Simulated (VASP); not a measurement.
# Nb2BiN (R-3m) in VASP: further runs, part 2 of 2

VASP 6.6.1.

## 5. Single point, PBEsol

This run uses another cell than the first one, of 16.46 Å³/atom.

Contents of INCAR:

```
  ALGO = Normal
  EDIFF = 1E-6
  ENCUT = 520
  GGA = PS
  ISIF = 2
  ISMEAR = -1
  LASPH = True
  LCHARG = True
  LELF = True
  LREAL = False
  LVHAR = True
  LWAVE = False
  NBANDS = 31
  NELM = 100
  PREC = Accurate
  SIGMA = 0.15
```

Contents of KPOINTS:

```
k-points
0
Gamma
  15 15 15
```

Contents of POSCAR:

```
Nb2BiN
1.0
    1.6833905880      0.9719060092      6.7067863068
   -1.6833905880      0.9719060092      6.7067863068
    0.0000000000     -1.9438120182      6.7067863069
Nb Bi N
2 1 1
Direct
    0.7152490122      0.7152490122      0.7152490122
    0.2847509878      0.2847509878      0.2847509878
    0.5000000000      0.5000000000      0.5000000000
    0.0000000000      0.0000000000      0.0000000000
```

Potentials or basis: VASP PAW PBE potentials, release 64 (Nb_sv, Bi_d, N).

Run with:

```console
cat potpaw_PBE.64/Nb_sv/POTCAR potpaw_PBE.64/Bi_d/POTCAR potpaw_PBE.64/N/POTCAR > POTCAR
mpirun -np 1 vasp_std > vasp.out
```

OUTCAR:

```text
EDIFF = 1E-6
   ENCUT = 520
   GGA = PS
   ISIF = 2
   ISMEAR = -1
   LASPH = True
   LREAL = False
   NELM = 100
   PREC = Accurate

 ion  position               nearest neighbor table
   1  0.715  0.715  0.715-   4 2.18   4 2.18   4 2.18   2 2.76   2 2.76   2 2.76   3 3.07   3 3.07
                             3 3.07
   2  0.285  0.285  0.285-   4 2.18   4 2.18   4 2.18   1 2.76   1 2.76   1 2.76   3 3.07   3 3.07
                             3 3.07
   3  0.500  0.500  0.500-   2 3.07   2 3.07   1 3.07   1 3.07   2 3.07   1 3.07
   4  0.000  0.000  0.000-   1 2.18   1 2.18   2 2.18   2 2.18   1 2.18   2 2.18

  LATTYP: Found a trigonal (rhomboedric) cell.
 ALAT       =     6.9827922587
 COS(alpha) =     0.8837637631

  Lattice vectors:

 A1 = (   1.6833905880,   0.9719060092,   6.7067863068)
 A2 = (  -1.6833905880,   0.9719060092,   6.7067863068)
 A3 = (   0.0000000000,  -1.9438120182,   6.7067863069)

Analysis of symmetry for initial positions (statically):
=====================================================================
 Subroutine PRICEL returns:
 Original cell was already a primitive cell.
[... 173 lines left out ...]

 E-fermi :  11.6969     XC(G=0): -12.3321

 val. band max:       11.6966241180   @ k =  -0.4000   0.2667   0.0667
 cond. band min:      11.7019046756   @ k =  -0.4000   0.3333   0.2667
 fundamental gap:      0.0052805576
 Fermi energy:        11.6968719856

 k-point     1 :       0.0000    0.0000    0.0000
  band No.  band energies     occupation
      1     -43.8140      2.00000
      2     -43.5597      2.00000
      3     -20.3577      2.00000
      4     -19.8681      2.00000
      5     -19.8681      2.00000
      6     -19.5855      2.00000
[... 805 lines left out ...]
     30      15.7049      0.00000
     31      16.1796      0.00000

 [... further k-points ...]

------------------------ aborting loop because EDIFF is reached ----------------------------------------

  FORCE on cell =-STRESS in cart. coord.  units (eV):
  Direction    XX          YY          ZZ          XY          YZ          ZX
  --------------------------------------------------------------------------------------
  -------------------------------------------------------------------------------------
  Total       -0.0994333     -0.0994333     -0.0881829      0.0000000      0.0000000      0.0000000
  in kB       -2.4197334     -2.4197334     -2.1459534      0.0000000      0.0000000      0.0000000
  external PRESSURE =      -2.3284734 kB  Pullay stress =       0.0000000 kB

 VOLUME and BASIS-vectors are now :
 -----------------------------------------------------------------------------
  energy-cutoff  :      520.00
  volume of cell :       65.84
      direct lattice vectors                 reciprocal lattice vectors
     1.683390588  0.971906009  6.706786307     0.297019601  0.171484346  0.049700903
    -1.683390588  0.971906009  6.706786307    -0.297019601  0.171484346  0.049700903
     0.000000000 -1.943812018  6.706786307     0.000000000 -0.342968693  0.049700903

 POSITION                                       TOTAL-FORCE (eV/Angst)
 -----------------------------------------------------------------------------------
      0.00000      0.00000     14.39107         0.000000     -0.000000     -0.009187
      0.00000      0.00000      5.72929         0.000000      0.000000      0.009187
      0.00000      0.00000     10.06018        -0.000000      0.000000     -0.000000
      0.00000      0.00000      0.00000         0.000000      0.000000     -0.000000
 -----------------------------------------------------------------------------------
    total drift:                               -0.000000     -0.000000      0.000000

  FREE ENERGIE OF THE ION-ELECTRON SYSTEM (eV)
  ---------------------------------------------------
  free  energy   TOTEN  =       -36.9677128855 eV

  energy  without entropy=      -36.7809558945  energy(sigma->0) =      -36.87433439
```

stdout:

```text
POSCAR found type information on POSCAR NbBiN
 POSCAR found :  3 types and       4 ions
 scaLAPACK will be used
 -----------------------------------------------------------------------------
|                                                                             |
|                                                                             |
|     You enforced a specific xc type in the INCAR file but a different       |
|     I HOPE YOU KNOW WHAT YOU ARE DOING!                                     |
|                                                                             |
 -----------------------------------------------------------------------------

 LDA part: xc-table for (Slater+PW92), standard interpolation
 POSCAR, INCAR and KPOINTS ok, starting setup
 FFT: planning ... GRIDC
 FFT: planning ... GRID_SOFT
 FFT: planning ... GRID
 WAVECAR not read
 entering main loop
```

Wall time 55 min (1 thread of Intel Xeon Platinum 8175M at 2.50GHz (Skylake/Cascade Lake), shared host); peak memory 0.88 GiB.

Results:

```
Free energy            : -36.9677 eV
Pressure               : -0.2 GPa
Largest force          : 0.009 eV/Å
Band gap on the k mesh : zero (bands 23 and 24 overlap by 1.72 eV)
```

Forces on the atoms (eV/Å):
```
Nb   0.000  0.000 -0.009
Nb   0.000  0.000  0.009
Bi   0.000  0.000  0.000
N    0.000  0.000  0.000
```

Levels at points of the mesh, in eV from the Fermi level:
```
           k point  band 21  band 22  band 23  band 24  band 25  band 26
(0.00, 0.00, 0.00)    -1.88     0.19     0.84     0.84     0.90     1.23
```

Caveat: the PAW data sets were made with another functional, which shifts forces and pressure a little; spin-orbit coupling is left out, which moves the levels of the heavy elements.

## 6. Summary

```tsv
task	cell	k mesh	cutoff (eV)	smearing	gap on the mesh (eV)	pressure (GPa)	largest force (eV/Å)
single point	a = 6.972 Å, angles 28.1°, 4 atoms, atomic positions A	6 × 6 × 6	520	gaussian 0.1 eV	none	-0.2	0.03
relaxation of cell and atoms	relaxed from a = 5.981 Å, angles 33.6°, 4 atoms, atomic positions B	6 × 6 × 6	600	gaussian 0.1 eV	none	0.2	0.04
single point	a = 5.981 Å, angles 33.6°, 4 atoms, atomic positions B	6 × 6 × 6	520	gaussian 0.1 eV	none	54.4	11.02
single point	a = 6.983 Å, angles 27.9°, 4 atoms, atomic positions C	15 × 15 × 15	520	fermi-dirac 0.15 eV	none	-0.2	0.01
```

Alike in all rows: level PBEsol; potentials or basis VASP PAW PBE potentials, release 64 (Nb_sv, Bi_d, N); no spin polarisation.

Caveats: some runs use coarse meshes; the PAW data sets were made with another functional, which shifts forces and pressure a little; spin-orbit coupling is left out, which moves the levels of the heavy elements; a cell axis changed by over 15 % at a fixed basis, so the end point is rough (at least some runs); the relaxation stopped at a loose force limit of 0.05 eV/Å, so its end isn't a converged minimum (at least some runs); the cell stands under pressure (at least some runs).

Total energies depend on the potentials used, so only differences within one code and one set of settings carry meaning.
